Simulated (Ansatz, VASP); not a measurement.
One calculation of AlN, two programs

INCAR

```
PREC = Accurate
ENCUT = 600
EDIFF = 1E-6
ISMEAR = 0
SIGMA = 0.01
LREAL = F
LASPH = T
NELM = 120
ALGO = Normal
ISIF = 2
LWAVE = F
LCHARG = T
GGA = PE
LELF = T
LVHAR = T
NBANDS = 16
GGA_COMPAT = F
```

File KPOINTS:

```
Automatic mesh
0
Gamma
  6 6 4
```

File POSCAR:

```
AlN
1.0
    3.1066937622      0.0000000000      0.0000000000
   -1.5533468811      2.6904757198      0.0000000000
    0.0000000000      0.0000000000      4.9785915530
Al N
2 2
Direct
    0.3333333333      0.6666666667     -0.0032954729
    0.6666666667      0.3333333333      0.4967045271
    0.3333333333      0.6666666667      0.3782954729
    0.6666666667      0.3333333333      0.8782954729
```

Input for Ansatz:

```yaml
crystal:
  lattice:
    - [3.1066937622, 0.0, 0.0]
    - [-1.5533468811, 2.6904757198, 0.0]
    - [0.0, 0.0, 4.978591553]
  atoms:
    - { symbol: Al, position: [0.3333333333, 0.6666666667, -0.0032954729] }
    - { symbol: Al, position: [0.6666666667, 0.3333333333, 0.4967045271] }
    - { symbol: "N", position: [0.3333333333, 0.6666666667, 0.3782954729] }
    - { symbol: "N", position: [0.6666666667, 0.3333333333, 0.8782954729] }
kpoints:
  mp_grid: { grid: [6, 6, 4] }
hamiltonian:
  xc: pbe
scf:
  occupations: { method: fixed }
output:
  optics:
    e_range: [0, 15]
    de: 0.2
    sigma: 0.05
    scissors: 0.6
    scheme: fermi_dirac
    bands: auto
```

Alike in both runs: task single point; functional PBE; k mesh 6 × 6 × 4; no spin polarisation.

```csv
,VASP,Ansatz
version,VASP 6.6.1,Ansatz 0.2.0
potentials or method,"VASP PAW PBE potentials, release 64 (Al, N)","plane waves, PAW"
plane-wave cutoff (eV),600,420
occupations,"gaussian, width 0.01 eV",fixed
valence electrons in the cell,16,16
```

```csv
,VASP,Ansatz,Ansatz less VASP
gap on the k mesh at the Fermi level (eV),4.24,4.23,-0.011
```
